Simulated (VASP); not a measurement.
Here is a VASP 6.6.1 calculation.

File INCAR:

```
PREC = Accurate ; ENCUT = 500
EDIFF = 1E-7 ; ISMEAR = -1
SIGMA = 0.05 ; LREAL = False
LASPH = True ; NELM = 120
ALGO = Normal ; ISIF = 3
LWAVE = False ; LCHARG = False
GGA = PE ; IBRION = 2
NSW = 80 ; EDIFFG = -0.01
PSTRESS = 450.0 ; GGA_COMPAT = False
NELMIN = 4
```

The input KPOINTS:

```
regular mesh
0
Gamma
  6 6 6
```

The input POSCAR:

```
Y
1.0
    0.0000000000      3.5000000000      3.5000000000
    3.5000000000      0.0000000000      3.5000000000
    3.5000000000      3.5000000000      0.0000000000
Y
2
Direct
    1.0000000000      1.0000000000      1.0000000000
    0.2500000000      0.2500000000      0.2500000000
```

Potentials or basis: VASP PAW PBE potentials, release 64 (Y_sv).

The run is started by

```console
$ cat potpaw_PBE.64/Y_sv/POTCAR > POTCAR
$ mpirun -np 1 vasp_std > vasp.out
```

(1) Estimate the relaxed cell.

(2) Estimate the relaxed volume.

(3) What does it give for the space group after relaxing (to 0.1 Å)?

(4) What does it give for the band gap on the k mesh?

Answers

(1) a = 3.821 Å, b = 3.821 Å, c = 3.821 Å, α = 60.00°, β = 60.00°, γ = 60.00°.

(2) 19.73 Å³/atom.

(3) Fd-3m (No. 227).

(4) zero (bands 11 and 12 overlap by 1.08 eV).

Caveat: the cell is relaxed towards a set pressure, so the run minimises the enthalpy, not the energy; the volume moved by over 15 % at a fixed basis, so the end points are rough.
